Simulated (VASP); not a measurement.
A run of VASP 6.6.1:

The input INCAR:

```
SYSTEM = PtPb
  ALGO = Normal
  EDIFF = 1E-8
  ENCUT = 430
  GGA = CA
  GGA_COMPAT = .False.
  ISIF = 2
  ISMEAR = -1
  LASPH = .True.
  LCHARG = .False.
  LEFG = .True.
  LREAL = .False.
  LWAVE = .False.
  NBANDS = 40
  NELM = 120
  PREC = Accurate
  SIGMA = 0.05
```

Contents of KPOINTS:

```
k-points
0
Gamma
  10 10 7
  0 0 0
```

File POSCAR:

```
PtPb
1.0
    4.2357867248      0.0000000000      0.0000000000
   -2.1178933624      3.6682989087      0.0000000000
    0.0000000000      0.0000000000      5.4377523721
Pt Pb
2 2
Direct
    0.3333333333      0.6666666667      0.2500000000
    0.6666666667      0.3333333333      0.7500000000
    0.0000000000      0.0000000000      0.0000000000
    0.0000000000      0.0000000000      0.5000000000
```

Potentials or basis: VASP PAW LDA potentials, release 64 (Pt_sv_GW, Pb_d).

Run with:

```console
$ cat potpaw_LDA.64/Pt_sv_GW/POTCAR potpaw_LDA.64/Pb_d/POTCAR > POTCAR
$ mpirun -np 1 vasp_std > vasp.out
```

Hardware: 1 thread of AMD EPYC 7R13 Processor (Zen 3), with other jobs on the host.

How long does it take, and how much memory?

Wall time 2.1 min on 1 thread of AMD EPYC 7R13 Processor (Zen 3), on a shared host, peak memory 0.21 GiB. Counts: scf iterations 16, k points 56.
